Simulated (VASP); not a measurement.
# Al2O (antifluorite type) (Fm-3m) in VASP: further runs

Al2O (antifluorite type) is run at these levels: PBE; tasks: single point.

Program: VASP 6.6.1. These are calculated values, not measurements. Logs are shortened: lines on timing, memory, paths and dates and some standing lists are left out, and cuts for length are marked.

### Step 1. The cell of the first run

The structure is cubic, space group Fm-3m (No. 225). The conventional cell has a = 5.808 Å, b = 5.808 Å, c = 5.808 Å, α = 90.00°, β = 90.00°, γ = 90.00°. Al (site symmetry -43m) has 4 O at 2.51 Å and 6 Al at 2.90 Å within 3.3 Å. O (site symmetry m-3m) has 8 Al at 2.51 Å within 3.3 Å.

### Step 2. Single point, PBE

INCAR reads:

```
ALGO = Normal
EDIFF = 1E-6
ENCUT = 600
GGA = PE
GGA_COMPAT = F
ISIF = 2
ISMEAR = -1
LASPH = T
LCHARG = F
LREAL = F
LWAVE = F
NBANDS = 13
NELM = 120
PREC = Accurate
SIGMA = 0.06122561905347299
```

KPOINTS reads:

```
k-points
0
Gamma
  33 33 33
```

POSCAR reads:

```
Al2O
1.0
    0.0000000000      2.9040458813      2.9040458813
    2.9040458813      0.0000000000      2.9040458813
    2.9040458813      2.9040458813      0.0000000000
Al O
2 1
Direct
    0.2500000000      0.2500000000      0.2500000000
    0.7500000000      0.7500000000      0.7500000000
    0.0000000000      0.0000000000      0.0000000000
```

Potentials or basis: VASP PAW PBE potentials, release 64 (Al, O).

Launch:

```sh
cat potpaw_PBE.64/Al/POTCAR potpaw_PBE.64/O/POTCAR > POTCAR
mpirun -np 1 vasp_std > vasp.out
```

OUTCAR:

```text
EDIFF = 1E-6
   ENCUT = 600
   GGA = PE
   ISIF = 2
   ISMEAR = -1
   LASPH = T
   LREAL = F
   NELM = 120
   PREC = Accurate

 ion  position               nearest neighbor table
   1  0.250  0.250  0.250-   3 2.51   3 2.51   3 2.51   3 2.51   2 2.90   2 2.90   2 2.90   2 2.90
                             2 2.90   2 2.90
   2  0.750  0.750  0.750-   3 2.51   3 2.51   3 2.51   3 2.51   1 2.90   1 2.90   1 2.90   1 2.90
                             1 2.90   1 2.90
   3  0.000  0.000  0.000-   2 2.51   2 2.51   2 2.51   1 2.51   2 2.51   1 2.51   1 2.51   1 2.51

  LATTYP: Found a face centered cubic cell.
 ALAT       =     5.8080917626

  Lattice vectors:

 A1 = (   0.0000000000,   2.9040458813,   2.9040458813)
 A2 = (   2.9040458813,   0.0000000000,   2.9040458813)
 A3 = (   2.9040458813,   2.9040458813,   0.0000000000)

Analysis of symmetry for initial positions (statically):
=====================================================================
 Subroutine PRICEL returns:
 Original cell was already a primitive cell.

 Routine SETGRP: Setting up the symmetry group for a
 face centered cubic supercell.

 Subroutine GETGRP returns: Found 48 space group operations
 (whereof 48 operations were pure point group operations)
 out of a pool of 48 trial point group operations.

The static configuration has the point symmetry O_h .

Analysis of symmetry for dynamics (positions and initial velocities):
=====================================================================
 Subroutine PRICEL returns:
 Original cell was already a primitive cell.

 Routine SETGRP: Setting up the symmetry group for a
 face centered cubic supercell.

 Subroutine GETGRP returns: Found 48 space group operations
 (whereof 48 operations were pure point group operations)
 out of a pool of 48 trial point group operations.

The dynamic configuration has the point symmetry O_h .

 Subroutine INISYM returns: Found 48 space group operations
 (whereof 48 operations are pure point group operations),
 and found     1 'primitive' translations

----------------------------------------------------------------------------------------

                                     Primitive cell

  volume of cell :      48.9824

  direct lattice vectors                    reciprocal lattice vectors
     0.000000000  2.904045881  2.904045881    -0.172173588  0.172173588  0.172173588
     2.904045881  0.000000000  2.904045881     0.172173588 -0.172173588  0.172173588
[... 99 lines left out ...]
   NUPDOWN=      -1.0000    fix difference up-down
   EMIN   =  10.00;   EMAX   =-10.00  energy-range for DOS
   EFERMI =   0.00;   METHOD = LEGACY
   ISMEAR =    -1;   SIGMA  =   0.06  broadening in eV -4-tet -1-fermi 0-gaus
   EFERMI_NEDOS =   21; number of points for ismear=-14 and -15
   IALGO  =     38    algorithm
   IMIX   =      4    mixing-type and parameters
     AMIX     =   0.40;   BMIX     =  1.00
     AMIX_MAG =   1.60;   BMIX_MAG =  1.00
  volume/ion in A,a.u.               =      16.33       110.18
  Fermi-wavevector in a.u.,A,eV,Ry     =   1.024366  1.935771 14.276940  1.049325
  Thomas-Fermi vector in A             =   2.158149
   LORBIT       =      0    0 simple, 1 ext, 2 COOP (PROOUT), +10 PAW based schemes
   GGA     = PE    functional components
   LHFCALC =     F    Hartree Fock is set to
   AEXX    =    0.0000 exact exchange contribution
   IVDW    =     0    specifies the selected vdW correction
   LEPSILON=     F    determine dielectric tensor
   LRPA    =     F    only Hartree local field effects (RPA)
 non-spin polarized calculation
  energy-cutoff  :      600.00
  volume of cell :       48.98
 maximum number of plane-waves:      1659
 NGX is ok and might be reduce to    36
   NGX = 17   NGY = 17   NGZ = 17

 number of electron      12.0000000 magnetization

 Free energy of the ion-electron system (eV)
  ---------------------------------------------------
  ext. energy  EPLUGINS =         0.00000000
  ---------------------------------------------------
  free energy    TOTEN  =       -12.16573910 eV

  energy without entropy =      -12.12886962  energy(sigma->0) =      -12.14730436

 E-fermi :   5.6734     XC(G=0):  -9.6849

 val. band max:        5.6732943882   @ k =  -0.3333   0.3939   0.1212
 cond. band min:       5.6740479630   @ k =  -0.3333   0.3333   0.0606
 fundamental gap:      0.0007535749
 Fermi energy:         5.6734117522

 k-point     1 :       0.0000    0.0000    0.0000
  band No.  band energies     occupation
      1     -12.8387      2.00000
      2      -1.1739      2.00000
      3       1.6338      2.00000
      4       1.6338      2.00000
      5       1.6338      2.00000
      6       7.3308      0.00000
      7       7.3308      0.00000
      8       7.3308      0.00000
      9       9.5307      0.00000
     10      11.9913      0.00000
     11      11.9913      0.00000
     12      11.9913      0.00000
     13      12.4643      0.00000
[... 354 lines left out ...]
  band No.  band energies     occupation
      1     -12.7660      2.00000
      2      -1.4680      2.00000
      3       1.4710      2.00000
      4       1.4899      2.00000
      5       1.9362      2.00000
      6       5.9108      0.04060
      7       7.5615      0.00000
      8       7.6152      0.00000
      9      10.0359      0.00000
     10      10.5809      0.00000
     11      10.7272      0.00000
     12      12.6067      0.00000
     13      14.6723      0.00000

 [... further k-points ...]

------------------------ aborting loop because EDIFF is reached ----------------------------------------

  FORCE on cell =-STRESS in cart. coord.  units (eV):
  Direction    XX          YY          ZZ          XY          YZ          ZX
  --------------------------------------------------------------------------------------
  -------------------------------------------------------------------------------------
  Total       -0.8964297     -0.8964297     -0.8964297      0.0000000      0.0000000      0.0000000
  in kB      -29.3215150    -29.3215150    -29.3215150      0.0000000      0.0000000      0.0000000
  external PRESSURE =     -29.3215150 kB  Pullay stress =       0.0000000 kB

 VOLUME and BASIS-vectors are now :
 -----------------------------------------------------------------------------
  energy-cutoff  :      600.00
  volume of cell :       48.98
      direct lattice vectors                 reciprocal lattice vectors
     0.000000000  2.904045881  2.904045881    -0.172173588  0.172173588  0.172173588
     2.904045881  0.000000000  2.904045881     0.172173588 -0.172173588  0.172173588
     2.904045881  2.904045881  0.000000000     0.172173588  0.172173588 -0.172173588

 POSITION                                       TOTAL-FORCE (eV/Angst)
 -----------------------------------------------------------------------------------
      1.45202      1.45202      1.45202         0.000000      0.000000      0.000000
      4.35607      4.35607      4.35607        -0.000000     -0.000000     -0.000000
      0.00000      0.00000      0.00000        -0.000000     -0.000000      0.000000
 -----------------------------------------------------------------------------------
    total drift:                               -0.000000      0.000000      0.000000

  FREE ENERGIE OF THE ION-ELECTRON SYSTEM (eV)
  ---------------------------------------------------
  free  energy   TOTEN  =       -12.1657390973 eV

  energy  without entropy=      -12.1288696232  energy(sigma->0) =      -12.14730436
```

OSZICAR:

```text
N       E                     dE             d eps       ncg     rms          rms(c)
DAV:   1     0.243352945876E+02    0.24335E+02   -0.51324E+03 25194   0.860E+02
DAV:   2    -0.114805012952E+02   -0.35816E+02   -0.32409E+02 32038   0.124E+02
DAV:   3    -0.140331292864E+02   -0.25526E+01   -0.25193E+01 32269   0.325E+01
DAV:   4    -0.140513136702E+02   -0.18184E-01   -0.18179E-01 29594   0.315E+00
DAV:   5    -0.140515941405E+02   -0.28047E-03   -0.28046E-03 33304   0.420E-01    0.834E+00
DAV:   6    -0.130666547529E+02    0.98494E+00   -0.23176E+01 29319   0.279E+01    0.826E+00
DAV:   7    -0.122181326533E+02    0.84852E+00   -0.59289E+00 30942   0.123E+01    0.125E+00
DAV:   8    -0.121726733819E+02    0.45459E-01   -0.44975E-01 29469   0.384E+00    0.743E-01
DAV:   9    -0.121659360094E+02    0.67374E-02   -0.27747E-02 30869   0.109E+00    0.197E-01
DAV:  10    -0.121664730848E+02   -0.53708E-03   -0.11276E-02 29364   0.570E-01    0.218E-01
DAV:  11    -0.121657369694E+02    0.73612E-03   -0.44506E-03 31819   0.340E-01    0.272E-02
DAV:  12    -0.121657402510E+02   -0.32816E-05   -0.11984E-04 28204   0.789E-02    0.172E-02
DAV:  13    -0.121657391347E+02    0.11163E-05   -0.97868E-06 32274   0.211E-02    0.380E-03
DAV:  14    -0.121657390973E+02    0.37463E-07   -0.67817E-08 16562   0.230E-03
   1 F= -.12165739E+02 E0= -.12147304E+02  d E =-.368695E-01
```

stdout:

```text
POSCAR found type information on POSCAR AlO
 POSCAR found :  2 types and       3 ions
 scaLAPACK will be used
 LDA part: xc-table for (Slater+PW92), standard interpolation
 POSCAR, INCAR and KPOINTS ok, starting setup
 FFT: planning ... GRIDC
 FFT: planning ... GRID_SOFT
 FFT: planning ... GRID
 WAVECAR not read
 entering main loop
```

Wall time 6.1 min (1 thread of Intel Xeon Platinum 8559C (Emerald Rapids), shared host); peak memory 0.74 GiB.

What came out:

```yaml
Free_energy: -12.1657 eV
Pressure: -2.9 GPa
Band_gap_on_the_k_mesh: zero (bands 6 and 7 overlap by 1.93 eV)
```

Levels at points of the mesh, in eV from the Fermi level:
| k point | band 3 | band 4 | band 5 | band 6 | band 7 | band 8 | band 9 | band 10 |
| --- | --- | --- | --- | --- | --- | --- | --- | --- |
| (0.00, 0.00, 0.00) | -4.04 | -4.04 | -4.04 | 1.66 | 1.66 | 1.66 | 3.86 | 6.32 |

### Step 3. Single point, PBE

This run uses another cell than the first one, of 16.02 Å³/atom.

INCAR reads:

```
SYSTEM = Al2O
  ALGO = Normal
  EDIFF = 1E-6
  ENCUT = 600
  GGA = PE
  GGA_COMPAT = .False.
  ISIF = 2
  ISMEAR = -1
  LASPH = .True.
  LCHARG = .False.
  LREAL = .False.
  LWAVE = .False.
  NBANDS = 13
  NELM = 120
  PREC = Accurate
  SIGMA = 0.06122561905347299
```

KPOINTS reads:

```
k-points
0
Gamma
  33 33 33
  0 0 0
```

POSCAR reads:

```
Al2O
1.0
    0.0000000000      2.8856653517      2.8856653517
    2.8856653517      0.0000000000      2.8856653517
    2.8856653517      2.8856653517      0.0000000000
Al O
2 1
Direct
    0.2500000000      0.2500000000      0.2500000000
    0.7500000000      0.7500000000      0.7500000000
    0.0000000000      0.0000000000      0.0000000000
```

Potentials or basis: VASP PAW PBE potentials, release 64 (Al, O).

Launch:

```sh
cat potpaw_PBE.64/Al/POTCAR potpaw_PBE.64/O/POTCAR > POTCAR
mpirun -np 1 vasp_std > vasp.out
```

Run time: 6.7 min. Hardware: 1 thread of Intel Xeon Platinum 8488C (Sapphire Rapids), shared host; peak memory 0.74 GiB.

It converged, with:

| Property | Result |
| --- | --- |
| Free energy | -12.1797 eV |
| Pressure | -2.1 GPa |
| Band gap on the k mesh | zero (bands 6 and 7 overlap by 1.96 eV) |

Levels at points of the mesh, in eV from the Fermi level:
```tsv
k point	band 2	band 3	band 4	band 5	band 6	band 7	band 8	band 9	band 10	band 11
(0.00, 0.00, 0.00)	-6.90	-4.15	-4.15	-4.15	1.66	1.66	1.66	4.03	6.36	6.36
```
